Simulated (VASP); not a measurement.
## Cd8SbS6 (a cell with a defect): single point with PBEsol+D4

The system is Cd8SbS6 (a cell with a defect).

```xyz
15
Lattice="0.0000 5.8245 5.8245 5.8245 0.0000 5.8245 5.8245 5.8245 0.0000" Properties=species:S:1:pos:R:3 pbc="T T T"
Cd    5.8136    0.0111    5.8210
Cd    5.8372    5.8085    5.8228
Cd    8.7428    8.7332   11.6194
Cd    2.9275    2.9255    5.8397
Cd    2.9157    5.8457    8.7153
Cd    2.9488    5.8035    2.9317
Cd   11.6174    8.7393    8.7128
Cd    5.8510    8.7462    8.7513
S     1.4861    1.4218    1.4641
S     4.3615    4.3544    7.2849
S     4.3344    1.4710    4.3882
S     4.3906    7.2668    4.3749
S     1.4682    4.3553    4.3444
S     7.2663    4.3724    4.3758
Sb    7.2437    7.2728    7.3048
```

```
Program             : VASP 6.6.1
Task                : single point
Functional          : PBEsol
Dispersion          : D4
Potentials or basis : VASP PAW PBE potentials, release 64 (Cd, S, Sb)
Cutoff              : 520 eV
k mesh              : 2 × 2 × 2, shifted
Occupations         : fermi-dirac, width 0.05 eV
Spin                : no spin polarisation
```

```yaml
Largest_force: 1.817 eV/Å
Dispersion_energy_per_atom: -0.187 eV
```

Forces on the atoms (eV/Å):
```
Cd   0.432  0.283 -0.494
Cd  -1.011 -0.958 -0.741
Cd  -0.410 -0.406 -0.315
Cd   0.494  0.714 -0.600
Cd   0.209 -0.333  0.202
Cd   0.332 -0.309  0.921
Cd   0.152 -0.011  0.011
Cd  -0.885  0.664  1.441
S   -0.289  0.345 -0.088
S    0.023  0.190 -0.030
S    0.105 -0.129 -0.026
S    0.104  0.070  0.060
S   -0.182 -0.140  0.233
S    0.268  0.179  0.037
Sb   0.657 -0.159 -0.612
```

Levels at points of the mesh, in eV from the Fermi level:
| k point | band 65 | band 66 | band 67 | band 68 | band 69 | band 70 | band 71 | band 72 |
| --- | --- | --- | --- | --- | --- | --- | --- | --- |
| (0.25, 0.25, 0.25) | -1.02 | -0.99 | -0.69 | -0.52 | 0.07 | 1.65 | 2.26 | 2.64 |

It took 40 min on 1 thread of Intel Xeon 8259CL, on a shared host, peak memory 0.75 GiB.

Caveat: the cell carries a net charge on a neutralising background, which shifts energy and pressure; the cell is charged against a uniform background, so pressure and absolute levels hang on convention; the PAW data sets were made with another functional, which shifts forces and pressure a little; spin-orbit coupling is left out, which moves the levels of the heavy elements.
